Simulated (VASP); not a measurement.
# Al32C (a cell with a defect) in VASP: single point with PBE

Aim: the single point of Al32C (a cell with a defect) with PBE.

All numbers are computed with VASP 6.6.1; they aren't measurements. Logs are shortened: lines on timing, memory, paths and dates and some standing lists are left out, and cuts for length are marked.

### Step 1. The cell of the first run

The cell holds a defect, 33 atoms: a = 8.100 Å, b = 8.100 Å, c = 8.100 Å, α = 90.00°, β = 90.00°, γ = 90.00°.

### Step 2. Single point, PBE

File INCAR:

```
  PREC = Accurate
  ENCUT = 520
  EDIFF = 1E-6
  ISMEAR = -1
  SIGMA = 0.1
  LREAL = Auto
  LASPH = T
  NELM = 100
  ALGO = Normal
  ISIF = 2
  LWAVE = F
  LCHARG = F
  GGA = PE
  NBANDS = 72
```

File KPOINTS:

```
Automatic mesh
0
Gamma
  3 3 3
```

File POSCAR:

```
Al32C
1.0
    8.1000000000      0.0000000000      0.0000000000
    0.0000000000      8.1000000000      0.0000000000
    0.0000000000      0.0000000000      8.1000000000
Al C
32 1
Direct
    0.5002593581      0.0021756220     -0.0019912234
    0.7490904497      0.2476681133     -0.0020145789
    0.7528912800      0.0030091151      0.2470485029
    0.0013220237      0.0015726732     -0.0013807638
    0.2480582000      0.2482961049     -0.0013736550
    0.4964461792      0.4967070329     -0.0027834339
    0.7529020024      0.7531625957     -0.0028064672
    0.2474302531      0.0021852332      0.2508454507
    0.4964576111      0.2468737130      0.2470459216
    0.7626176355      0.4870053780      0.2373259333
    0.4964572901      0.0029742063      0.5034828019
    0.7528917973      0.2468723406      0.5034813797
    0.7490923615      0.0021888652      0.7525127177
    0.0019568096      0.5005055946     -0.0020135640
    0.2474281910      0.7493551371     -0.0020015992
    0.0019578067      0.2476677003      0.2508466758
    0.2465919926      0.4967280899      0.2470601796
    0.4867710670      0.7627985828      0.2373880665
    0.0019420398      0.0021830544      0.4996845724
    0.2474452291      0.2476971650      0.4996850951
    0.4868304269      0.4871191662      0.5130962276
    0.7625739154      0.7628164143      0.5131710000
    0.2480583820      0.0015642971      0.7518873088
    0.5002574878      0.2477003417      0.7524912919
    0.7528808811      0.4967269829      0.7533421474
    0.0027459824      0.7531661020      0.2470342552
    0.0027248759      0.4967045012      0.5034963997
    0.2466034376      0.7531432614      0.5034730397
    0.0013149166      0.2482964420      0.7518871045
    0.2474400262      0.5005064660      0.7524996615
    0.4964649980      0.7531464790      0.7533296221
    0.0019489167      0.7493556033      0.7525155220
    0.6247809759      0.6249439255      0.3751840080
```

Potentials or basis: VASP PAW PBE potentials, release 64 (Al, C).

Started as:

```console
> cat potpaw_PBE.64/Al/POTCAR potpaw_PBE.64/C/POTCAR > POTCAR
> mpirun -np 1 vasp_std > vasp.out
```

OUTCAR:

```text
PREC = Accurate
   ENCUT = 520
   EDIFF = 1E-6
   ISMEAR = -1
   LREAL = Auto
   LASPH = T
   NELM = 100
   ISIF = 2
   GGA = PE

 ion  position               nearest neighbor table
   1  0.500  0.002  0.998-  18 2.74  24 2.81  31 2.83   9 2.83   2 2.83  13 2.83   5 2.85  23 2.85
                             7 2.87   3 2.87  15 2.90   8 2.90
   2  0.749  0.248  0.998-  10 2.74  13 2.81  25 2.83   3 2.83   1 2.83  24 2.83  29 2.85   4 2.85
                             6 2.87   9 2.87  14 2.90  16 2.90
   3  0.753  0.003  0.247-   2 2.83  16 2.83   4 2.85  26 2.86   7 2.86  12 2.87   9 2.87   1 2.87
                            19 2.87  22 2.90  18 2.90  11 2.94
   4  0.001  0.002  0.999-  29 2.83   5 2.83  23 2.83  26 2.85   7 2.85   3 2.85  32 2.85  16 2.85
                            15 2.85   2 2.85   8 2.85  13 2.85
   5  0.248  0.248  0.999-   4 2.83  23 2.83  29 2.83   6 2.85   9 2.85  17 2.85  14 2.85  16 2.85
                             1 2.85   8 2.85  24 2.85  30 2.85
   6  0.496  0.497  0.997-  30 2.83  24 2.83   5 2.85   9 2.86  17 2.86  25 2.87  31 2.87  15 2.87
                             2 2.87  18 2.90  10 2.90   7 2.94
   7  0.753  0.753  0.997-  13 2.83  32 2.83   4 2.85  26 2.86   3 2.86  25 2.87  31 2.87   1 2.87
                            14 2.87  10 2.90  18 2.90   6 2.94
   8  0.247  0.002  0.251-  18 2.74  16 2.81  26 2.83   9 2.83  19 2.83  20 2.83   5 2.85   4 2.85
                            11 2.87  28 2.87   1 2.90  15 2.90
   9  0.496  0.247  0.247-   8 2.83   1 2.83   5 2.85   6 2.86  17 2.86   3 2.87  11 2.87  20 2.87
[... 32 lines left out ...]
                            32 2.87  22 2.90  21 2.90  31 2.94
  26  0.003  0.753  0.247-   8 2.83  15 2.83   4 2.85   7 2.86   3 2.86  17 2.87  28 2.87  19 2.87
                            14 2.87  10 2.90  22 2.90  27 2.94
  27  0.003  0.497  0.503-  30 2.83  20 2.83  29 2.85  12 2.86  25 2.86  17 2.87  28 2.87  32 2.87
                            16 2.87  22 2.90  10 2.90  26 2.94
  28  0.247  0.753  0.503-  32 2.83  19 2.83  23 2.85  11 2.86  31 2.86  26 2.87  27 2.87  30 2.87
                             8 2.87  21 2.90  18 2.90  17 2.94
  29  0.001  0.248  0.752-   4 2.83  23 2.83   5 2.83  27 2.85  12 2.85  25 2.85  14 2.85  19 2.85
                             2 2.85  13 2.85  20 2.85  30 2.85
  30  0.247  0.501  0.752-  21 2.74  14 2.81  27 2.83   6 2.83  32 2.83  15 2.83  29 2.85   5 2.85
                            28 2.87  31 2.87  24 2.90  20 2.90
  31  0.496  0.753  0.753-  15 2.83   1 2.83  23 2.85  11 2.86  28 2.86   7 2.87   6 2.87  30 2.87
                            13 2.87  21 2.90  22 2.90  25 2.94
  32  0.002  0.749  0.753-  22 2.74  15 2.81  28 2.83   7 2.83  14 2.83  30 2.83  23 2.85   4 2.85
                            27 2.87  25 2.87  19 2.90  13 2.90
  33  0.625  0.625  0.375-  10 1.93  22 1.93  18 1.93  21 1.93

  LATTYP: Found a simple cubic cell.
 ALAT       =     8.1000000000

  Lattice vectors:

 A1 = (   8.1000000000,   0.0000000000,   0.0000000000)
 A2 = (   0.0000000000,   8.1000000000,   0.0000000000)
 A3 = (   0.0000000000,   0.0000000000,   8.1000000000)

Analysis of symmetry for initial positions (statically):
=====================================================================
 Subroutine PRICEL returns:
 Original cell was already a primitive cell.

 Routine SETGRP: Setting up the symmetry group for a
 simple cubic supercell.

 Subroutine GETGRP returns: Found  1 space group operations
 (whereof  1 operations were pure point group operations)
 out of a pool of 48 trial point group operations.

The static configuration has the point symmetry C_1 .

Analysis of symmetry for dynamics (positions and initial velocities):
=====================================================================
 Subroutine PRICEL returns:
 Original cell was already a primitive cell.

 Routine SETGRP: Setting up the symmetry group for a
 simple cubic supercell.

 Subroutine GETGRP returns: Found  1 space group operations
 (whereof  1 operations were pure point group operations)
 out of a pool of 48 trial point group operations.

The dynamic configuration has the point symmetry C_1 .

 Subroutine INISYM returns: Found  1 space group operations
 (whereof  1 operations are pure point group operations),
 and found     1 'primitive' translations

----------------------------------------------------------------------------------------

                                     Primitive cell

  volume of cell :     531.4410

  direct lattice vectors                    reciprocal lattice vectors
     8.100000000  0.000000000  0.000000000     0.123456790  0.000000000  0.000000000
     0.000000000  8.100000000  0.000000000     0.000000000  0.123456790  0.000000000
     0.000000000  0.000000000  8.100000000     0.000000000  0.000000000  0.123456790

  length of vectors
[... 91 lines left out ...]
  Shift w.r.t. Gamma in fractional coordinates (k-lattice)
     0.000000000  0.000000000  0.000000000

 Subroutine IBZKPT returns following result:
 ===========================================

 Found     14 irreducible k-points:

 Following reciprocal coordinates:
            Coordinates               Weight
  0.000000  0.000000  0.000000      1.000000
  0.333333  0.000000  0.000000      2.000000
  0.000000  0.333333  0.000000      2.000000
  0.000000  0.000000  0.333333      2.000000
  0.333333  0.333333  0.000000      2.000000
  0.000000  0.333333  0.333333      2.000000
  0.333333  0.000000  0.333333      2.000000
 -0.333333  0.333333  0.000000      2.000000
 -0.333333  0.000000  0.333333      2.000000
  0.000000 -0.333333  0.333333      2.000000
  0.333333  0.333333  0.333333      2.000000
 -0.333333  0.333333  0.333333      2.000000
 -0.333333 -0.333333  0.333333      2.000000
  0.333333 -0.333333  0.333333      2.000000
   k-points           NKPTS =     14   k-points in BZ     NKDIM =     14   number of bands    NBANDS=     72
   number of dos      NEDOS =    301   number of ions     NIONS =     33
   total plane-waves  NPLWV = 216000
   dimension x,y,z NGX =    60 NGY =   60 NGZ =   60
   dimension x,y,z NGXF=   120 NGYF=  120 NGZF=  120
   ions per type =              32   1
   NGX,Y,Z   is equivalent  to a cutoff of  12.31, 12.31, 12.31 a.u.
   NGXF,Y,Z  is equivalent  to a cutoff of  24.63, 24.63, 24.63 a.u.
 SYSTEM =  unknown system
   PREC   = accura    normal or accurate (medium, high low for compatibility)
   ISTART =      0    job   : 0-new  1-cont  2-samecut
   ICHARG =      2    charge: 1-file 2-atom 10-const
   ISPIN  =      1    spin polarized calculation?
   LNONCOLLINEAR =      F non collinear calculations
   LSORBIT =      F    spin-orbit coupling
   LASPH  =      T    aspherical Exc in radial PAW
   ENCUT  =  520.0 eV  38.22 Ry    6.18 a.u.  15.06 15.06 15.06*2*pi/ulx,y,z
   NELM   =    100;   NELMIN=  2; NELMDL= -5     # of ELM steps
   EDIFF  = 0.1E-05   stopping-criterion for ELM
   LREAL  =      T    real-space projection
   EDIFFG = 0.1E-04   stopping-criterion for IOM
   NSW    =      0    number of steps for IOM
   IBRION =     -1    ionic relax: 0-MD 1-quasi-New 2-CG
   NFREE  =      0    steps in history (QN), initial steepest desc. (CG)
   ISIF   =      2    stress and relaxation
   ISYM   =      2    0-nonsym 1-usesym 2-fastsym
   POTIM  = 0.5000    time-step for ionic-motion
   TEBEG  =    0.0;   TEEND  =   0.0 temperature during run
   PSTRESS=    0.0 pullay stress
   NELECT =     100.0000    total number of electrons
   NUPDOWN=      -1.0000    fix difference up-down
   EMIN   =  10.00;   EMAX   =-10.00  energy-range for DOS
   EFERMI =   0.00;   METHOD = LEGACY
   ISMEAR =    -1;   SIGMA  =   0.10  broadening in eV -4-tet -1-fermi 0-gaus
   EFERMI_NEDOS =   21; number of points for ismear=-14 and -15
   IALGO  =     38    algorithm
   IMIX   =      4    mixing-type and parameters
     AMIX     =   0.40;   BMIX     =  1.00
     AMIX_MAG =   1.60;   BMIX_MAG =  1.00
  volume/ion in A,a.u.               =      16.10       108.68
  Fermi-wavevector in a.u.,A,eV,Ry     =   0.938116  1.772782 11.973962  0.880061
  Thomas-Fermi vector in A             =   2.065295
   LORBIT       =      0    0 simple, 1 ext, 2 COOP (PROOUT), +10 PAW based schemes
   GGA     = PE    functional components
   LHFCALC =     F    Hartree Fock is set to
   AEXX    =    0.0000 exact exchange contribution
   IVDW    =     0    specifies the selected vdW correction
   LEPSILON=     F    determine dielectric tensor
   LRPA    =     F    only Hartree local field effects (RPA)
 non-spin polarized calculation
  energy-cutoff  :      520.00
  volume of cell :      531.44
 maximum number of plane-waves:     14358
   NGX = 31   NGY = 31   NGZ = 31

 number of electron     100.0000001 magnetization

 Free energy of the ion-electron system (eV)
  ---------------------------------------------------
  ext. energy  EPLUGINS =         0.00000000
  ---------------------------------------------------
  free energy    TOTEN  =      -127.88978718 eV

  energy without entropy =     -127.48615577  energy(sigma->0) =     -127.68797148

 E-fermi :   7.9475     XC(G=0): -10.2373

 val. band max:        7.8904206568   @ k =   0.0000   0.3333   0.0000
 cond. band min:       7.9542289183   @ k =   0.0000   0.3333   0.3333
 fundamental gap:      0.0638082615
 Fermi energy:         7.9474716836

 k-point     1 :       0.0000    0.0000    0.0000
  band No.  band energies     occupation
      1      -4.0719      2.00000
      2      -2.6816      2.00000
      3      -0.9431      2.00000
      4      -0.9430      2.00000
      5      -0.9428      2.00000
      6      -0.8954      2.00000
[... 899 lines left out ...]
     61       9.7638      0.00000
     62       9.8173      0.00000
 [bands above 62 left out]

------------------------ aborting loop because EDIFF is reached ----------------------------------------

  FORCE on cell =-STRESS in cart. coord.  units (eV):
  Direction    XX          YY          ZZ          XY          YZ          ZX
  --------------------------------------------------------------------------------------
  -------------------------------------------------------------------------------------
  Total        5.0181361      5.0065041      5.0152896     -0.0062771      0.0092306     -0.0006463
  in kB       15.1285730     15.0935050     15.1199914     -0.0189242      0.0278281     -0.0019486
  external PRESSURE =      15.1140231 kB  Pullay stress =       0.0000000 kB

 VOLUME and BASIS-vectors are now :
 -----------------------------------------------------------------------------
  energy-cutoff  :      520.00
  volume of cell :      531.44
      direct lattice vectors                 reciprocal lattice vectors
     8.100000000  0.000000000  0.000000000     0.123456790  0.000000000  0.000000000
     0.000000000  8.100000000  0.000000000     0.000000000  0.123456790  0.000000000
     0.000000000  0.000000000  8.100000000     0.000000000  0.000000000  0.123456790

 POSITION                                       TOTAL-FORCE (eV/Angst)
 -----------------------------------------------------------------------------------
      4.05210      0.01762      8.08387         0.000933      0.002787     -0.002468
      6.06763      2.00611      8.08368        -0.002210     -0.002454     -0.001334
      6.09842      0.02437      2.00109         0.000584     -0.002042      0.000114
      0.01071      0.01274      8.08882         0.002390      0.002726     -0.002421
      2.00927      2.01120      8.08887        -0.005040     -0.002736     -0.003076
      4.02121      4.02333      8.07745         0.001113      0.001622      0.001942
[... 25 lines left out ...]
      0.01579      6.06978      6.09538         0.001571     -0.001551      0.002570
      5.06073      5.06205      3.03899         0.004600      0.001335     -0.005251
 -----------------------------------------------------------------------------------
    total drift:                               -0.007535     -0.007631      0.002322

  FREE ENERGIE OF THE ION-ELECTRON SYSTEM (eV)
  ---------------------------------------------------
  free  energy   TOTEN  =      -127.8897871810 eV

  energy  without entropy=     -127.4861557695  energy(sigma->0) =     -127.68797148
```

Run time: 11 min. Hardware: 1 thread of Intel Xeon Platinum 8488C (Sapphire Rapids), shared host; peak memory 0.65 GiB.

Results:

```yaml
Free_energy: -127.8898 eV
Pressure: 1.5 GPa
Largest_force: 0.013 eV/Å
Band_gap_on_the_k_mesh: zero (band 50 reaches 8.06 eV, above the bottom of band 51 at 7.77 eV)
```

Forces in eV/Å, atoms in the order of the input:
```
Al   0.001  0.003 -0.002
Al  -0.002 -0.002 -0.001
Al   0.001 -0.002  0.000
Al   0.002  0.003 -0.002
Al  -0.005 -0.003 -0.003
Al   0.001  0.002  0.002
Al   0.000 -0.001  0.001
Al  -0.002  0.002  0.000
Al   0.001  0.002  0.002
Al   0.005 -0.005 -0.006
Al   0.001 -0.002 -0.002
Al  -0.002  0.002 -0.001
Al  -0.001  0.002  0.001
Al   0.002  0.001 -0.001
Al  -0.003 -0.001 -0.002
Al   0.002 -0.003  0.003
Al   0.002  0.001  0.002
Al  -0.005  0.008 -0.007
Al   0.003  0.002 -0.001
Al  -0.002 -0.003  0.000
Al  -0.007 -0.008  0.008
Al   0.006  0.007  0.006
Al  -0.004  0.003  0.004
Al   0.000 -0.003  0.003
Al  -0.001  0.001 -0.003
Al  -0.001  0.000  0.000
Al  -0.002  0.002 -0.001
Al   0.002 -0.001 -0.001
Al   0.004 -0.003  0.005
Al  -0.002  0.000  0.003
Al   0.000 -0.002 -0.003
Al   0.002 -0.002  0.003
C    0.005  0.001 -0.005
```

Levels at points of the mesh, in eV from the Fermi level:
```csv
k point,band 48,band 49,band 50,band 51,band 52,band 53
"(0.00, 0.00, 0.00)",-0.48,0.11,0.11,0.11,0.59,0.59
```
